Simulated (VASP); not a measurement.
Set up this calculation in VASP 6.6.1, as the native input.

```yaml
Task: electric field gradients
Functional: PBE
Potentials_or_basis: VASP PAW PBE potentials, release 64 (K_sv, Ta_pv, O)
Cutoff: 520 eV
k_mesh: 5 × 5 × 5
Occupations: fermi-dirac, width 0.01 eV
Spin: no spin polarisation
Dipole_correction: no
Further_INCAR_settings: ALGO = Normal; EDIFF = 1e-08; NBANDS = 27
```

The structure of KTaO3 lies in POSCAR:

```
KTaO3
1.0
    3.9883000000      0.0398830000      0.0398830000
    0.0398830000      3.9883000000      0.0398830000
    0.0398830000      0.0398830000      3.9883000000
K Ta O
1 1 3
Direct
    0.5000000000      0.5000000000      0.5000000000
    0.0000000000      0.0000000000      0.0000000000
    0.5000000000      0.0000000000      0.0000000000
    0.0000000000      0.5000000000      0.0000000000
    0.0000000000      0.0000000000      0.5000000000
```

This cell differs from its parent crystal: equal xy, yz and zx shear strains of +2 %.

One way to write it, as run:

INCAR

```
SYSTEM = KTaO3
ALGO     = Normal         ! electronic algorithm
EDIFF    = 1E-8           ! SCF threshold, eV
ENCUT    = 520            ! plane-wave cutoff, eV
GGA      = PE             ! functional
ISIF     = 2              ! what is computed and relaxed
ISMEAR   = -1             ! smearing method
LASPH    = .True.         ! aspherical terms in the spheres
LCHARG   = .False.        ! write CHGCAR
LEFG     = .True.       
LREAL    = .False.        ! projectors in reciprocal space
LWAVE    = .False.        ! write WAVECAR
NBANDS   = 27             ! bands
NELM     = 80             ! most SCF steps
PREC     = Accurate       ! precision mode
SIGMA    = 0.01           ! smearing width, eV
```

KPOINTS

```
k-points
0
Gamma
  5 5 5
  0 0 0
```

Potentials or basis: VASP PAW PBE potentials, release 64 (K_sv, Ta_pv, O).

Command:

```console
$ cat potpaw_PBE.64/K_sv/POTCAR potpaw_PBE.64/Ta_pv/POTCAR potpaw_PBE.64/O/POTCAR > POTCAR
$ mpirun -np 1 vasp_std > vasp.out
```

It gave:

```
Pressure               : 6.1 GPa
Band gap on the k mesh : 2.24 eV, indirect (least direct gap 2.70 eV)
```

Caveat: the cell differs from its parent crystal (equal xy, yz and zx shear strains of +2 %); without QUAD_EFG the Cq values of the log hold for a quadrupole moment of 1 mb, not for the nuclei; spin-orbit coupling is left out, which moves the levels of the heavy elements.

Run time: 40 s on 1 thread of Intel Xeon 6975P-C, with other jobs on the host, peak memory 0.19 GiB.
